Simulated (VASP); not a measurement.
Set up this calculation in VASP 6.6.1, as the native input.

```
Task                   : single point
Functional             : r2SCAN
Potentials or basis    : VASP PAW PBE potentials, release 64 (Sn_d, O)
Cutoff                 : 520 eV
k mesh                 : 10 × 10 × 10
Occupations            : gaussian, width 0.05 eV
Spin                   : no spin polarisation
Dipole correction      : no
Further INCAR settings : ALGO = Normal; EDIFF = 1e-07; NBANDS = 35
```

SnO2:

```
CELL_PARAMETERS angstrom
-1.99954 1.99954 5.10209
1.99954 -1.99954 5.10209
1.99954 1.99954 -5.10209
ATOMIC_POSITIONS crystal
Sn 0.75000 0.25000 0.50000
Sn 0.00000 0.00000 0.00000
O 0.79637 0.79637 0.00000
O 0.95363 0.45363 0.50000
O 0.20363 0.20363 0.00000
O 0.54637 0.04637 0.50000
```

The input as run:

POSCAR

```
SnO2
1.0
   -1.9995434671      1.9995434671      5.1020851544
    1.9995434671     -1.9995434671      5.1020851544
    1.9995434671      1.9995434671     -5.1020851544
Sn O
2 4
Direct
    0.7500000000      0.2500000000      0.5000000000
    0.0000000000      0.0000000000      0.0000000000
    0.7963663280      0.7963663280      0.0000000000
    0.9536336720      0.4536336720      0.5000000000
    0.2036336720      0.2036336720      0.0000000000
    0.5463663280      0.0463663280      0.5000000000
```

INCAR.step1

```
SYSTEM = SnO2
  ALGO = Normal
  EDIFF = 1E-4
  ENCUT = 520
  GGA = PE
  ISMEAR = 0
  LASPH = .TRUE.
  LCHARG = .FALSE.
  LREAL = .FALSE.
  LWAVE = .TRUE.
  NBANDS = 35
  NELM = 80
  PREC = Accurate
  SIGMA = 0.05
```

INCAR.step2

```
SYSTEM = SnO2
  ALGO = Normal
  EDIFF = 1E-7
  ENCUT = 520
  ISIF = 2
  ISMEAR = 0
  ISTART = 1
  LASPH = .TRUE.
  LCHARG = .FALSE.
  LMIXTAU = .TRUE.
  LREAL = .FALSE.
  LWAVE = .FALSE.
  METAGGA = R2SCAN
  NBANDS = 35
  NELM = 80
  PREC = Accurate
  SIGMA = 0.05
```

KPOINTS

```
k-points
0
G
  10 10 10
  0 0 0
```

Potentials or basis: VASP PAW PBE potentials, release 64 (Sn_d, O).

Run with:

```console
$ cat potpaw_PBE.64/Sn_d/POTCAR potpaw_PBE.64/O/POTCAR > POTCAR
$ cp INCAR.step1 INCAR
$ mpirun -np 1 vasp_std > vasp.out
$ cp INCAR.step2 INCAR
$ mpirun -np 1 vasp_std > vasp.out
```

It gave:

The pressure is 1.0 GPa, the largest force is 0.044 eV/Å and the band gap on the k mesh is 2.36 eV (least direct gap 2.77 eV).

Caveat: the PAW data sets were made with another functional, which shifts forces and pressure a little; spin-orbit coupling is left out, which moves the levels of the heavy elements.

It took 82 min on 1 thread of Oxide Virtual Turin-like Processor, on a shared host, peak memory 0.46 GiB.
